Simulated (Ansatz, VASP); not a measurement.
Two plane-wave programs on GaF

Contents of POSCAR:

```
GaF
1.0
    3.1659200000      0.0000000000      0.0000000000
    0.0000000000      3.1659200000      0.0000000000
    0.0000000000      0.0000000000      3.1659200000
Ga F
1 1
Direct
    0.0000000000      0.0000000000      0.0000000000
    0.5000000000      0.5000000000      0.5000000000
```

File INCAR.step1:

```
PREC = Accurate
ENCUT = 520
EDIFF = 1E-5
ISMEAR = -1
SIGMA = 0.05
LREAL = F
LASPH = T
NELM = 80
ALGO = Normal
ISIF = 2
LWAVE = T
LCHARG = F
GGA = PE
NBANDS = 17
```

INCAR.step2

```
PREC = Accurate
ENCUT = 520
EDIFF = 1E-7
ISMEAR = -1
SIGMA = 0.05
LREAL = F
LASPH = T
NELM = 80
ALGO = Normal
ISIF = 2
LWAVE = F
LCHARG = F
GGA = PE
LHFCALC = T
HFSCREEN = 0.2079
PRECFOCK = Normal
ISTART = 1
NBANDS = 17
```

Contents of KPOINTS:

```
regular mesh
0
Gamma
  4 4 4
```

Contents of input:

```
crystal:
  lattice:
    - [3.16592, 0.0, 0.0]
    - [0.0, 3.16592, 0.0]
    - [0.0, 0.0, 3.16592]
  atoms:
    - { symbol: Ga, position: [0.0, 0.0, 0.0] }
    - { symbol: F, position: [0.5, 0.5, 0.5] }
hamiltonian:
  xc: hse06
  pseudopotentials: { kind: paw }
kpoints:
  mp_grid: { grid: [4, 4, 4] }
  band_path:
    path:
      - [[0.0, 0.0, 0.0], [0.0, 0.5, 0.0], [0.5, 0.5, 0.0], [0.0, 0.0, 0.0], [0.5, 0.5, 0.5], [0.0, 0.5, 0.0]]
      - [[0.5, 0.5, 0.0], [0.5, 0.5, 0.5]]
    npoints: 4
scf:
  occupations: { method: fermi_dirac, width: 0.05 }
  n_extra_bands: 6
output:
  forces: true
  stress: true
  eigenvalues: true
  fatbands: false
  write_density: true
  write_potential: true
  elf: true
  volumetric_format: npy
```

Alike in both runs: functional HSE06; k mesh 4 × 4 × 4; occupations fermi-dirac, width 0.05 eV; no spin polarisation.

```csv
,VASP,Ansatz
version,VASP 6.6.1,Ansatz 0.2.0
potentials or method,"VASP PAW PBE potentials, release 64 (Ga_d, F)",Ansatz PAW
plane-wave cutoff (eV),520,420
valence electrons in the cell,20,20
task,single point,band structure
```

```csv
,VASP,Ansatz,Ansatz less VASP
gap on the k mesh at the Fermi level (eV),0.73,0.72,-0.007
least direct gap on the mesh (eV),2.09,2.10,+0.007
pressure (GPa),0.2,0.2,+0.04
```

The k mesh is coarse, so the values compare programs but aren't converged.
